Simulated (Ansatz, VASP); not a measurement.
**InSb in VASP and in Ansatz**

File INCAR:

```
PREC = Accurate
ENCUT = 500
EDIFF = 1E-6
ISMEAR = 0
SIGMA = 0.15
LREAL = False
LASPH = True
NELM = 120
ALGO = Normal
ISIF = 2
LWAVE = False
LCHARG = False
NBANDS = 16
GGA_COMPAT = False
```

File KPOINTS:

```
Automatic mesh
0
Gamma
  22 22 22
```

Contents of POSCAR:

```
InSb
1.0
   -2.8526559370      2.8526559370      1.7437269914
    2.8526559370     -2.8526559370      1.7437269914
    2.8526559370      2.8526559370     -1.7437269914
In Sb
1 1
Direct
    0.2500000000      0.7500000000      0.5000000000
    0.0000000000      0.0000000000      0.0000000000
```

Input for Ansatz:

```yaml
crystal:
  lattice:
    - [-2.852655937, 2.852655937, 1.7437269914]
    - [2.852655937, -2.852655937, 1.7437269914]
    - [2.852655937, 2.852655937, -1.7437269914]
  atoms:
    - { symbol: In, position: [0.25, 0.75, 0.5] }
    - { symbol: Sb, position: [0.0, 0.0, 0.0] }
basis:
  ecutwfc: 420
kpoints:
  mp_grid: { grid: [22, 22, 22] }
hamiltonian:
  xc: lda
scf:
  occupations: { method: gaussian, width: 0.15 }
output:
  forces: true
  stress: true
  eigenvalues: true
```

Alike in both runs: task single point; functional LDA; k mesh 22 × 22 × 22; occupations gaussian, width 0.15 eV; no spin polarisation.

```csv
,VASP,Ansatz
version,VASP 6.6.1,Ansatz 0.2.0
potentials or method,"VASP PAW LDA potentials, release 64 (In_d, Sb), cutoff 500 eV","scalar-relativistic, plane waves, PAW"
valence electrons in the cell,18,28
```

Ansatz gave:

```
gap on the k mesh at the Fermi level (eV)                     : none
pressure (GPa)                                                : -3.3
traceless stress, the component that is largest in VASP (GPa) : -2.20
```

**Question.** What did VASP give for the same quantities?

**Answer.** gap on the k mesh at the Fermi level (eV): none; pressure (GPa): -3.3; traceless stress, the component that is largest in VASP (GPa): -2.21.

LDA's correlation is that of Perdew and Zunger in VASP and of Perdew and Wang (1992) in Ansatz. A gap of «none» marks a metal or a gap that the smearing closes. VASP's potentials hold 18 valence electrons a cell and Ansatz's 28, so a difference there can come from the potentials and not from the codes.

Neither program's run includes spin-orbit coupling.
